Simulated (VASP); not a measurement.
A run of VASP 6.6.1:

Contents of INCAR:

```
ALGO = Normal
EDIFF = 1E-6
ENCUT = 520
GGA = PE
ISIF = 2
ISMEAR = 0
LASPH = T
LCHARG = F
LREAL = F
LWAVE = F
NBANDS = 28
NELM = 80
PREC = Accurate
SIGMA = 0.02
```

File KPOINTS:

```
k-points
0
Gamma
  6 6 6
```

File POSCAR:

```
BaZrO3
1.0
    4.1000074685      0.0000000000      0.0000000000
    0.0000000000      4.1000074685      0.0000000000
    0.0000000000      0.0000000000      4.3035660914
Ba Zr O
1 1 3
Direct
    0.0000000000      0.0000000000      0.0000000000
    0.5000000000      0.5000000000      0.5000000000
    0.5000000000      0.0000000000      0.5000000000
    0.5000000000      0.5000000000      0.0000000000
    0.0000000000      0.5000000000      0.5000000000
```

Potentials or basis: VASP PAW PBE potentials, release 64 (Ba_sv, Zr_sv, O).

Launch:

```console
$ cat potpaw_PBE.64/Ba_sv/POTCAR potpaw_PBE.64/Zr_sv/POTCAR potpaw_PBE.64/O/POTCAR > POTCAR
$ mpirun -np 1 vasp_std > vasp.out
```

Hardware: 1 thread of AMD EPYC 9R45 96-Core Processor (Zen 5) (shared host).

**Question.** How long does it take, and how much memory?

**Answer.** Run time: 41 s on 1 thread of AMD EPYC 9R45 96-Core Processor (Zen 5), with other jobs on the host, peak memory 0.2 GiB. Counts: scf iterations 14, k points 40.
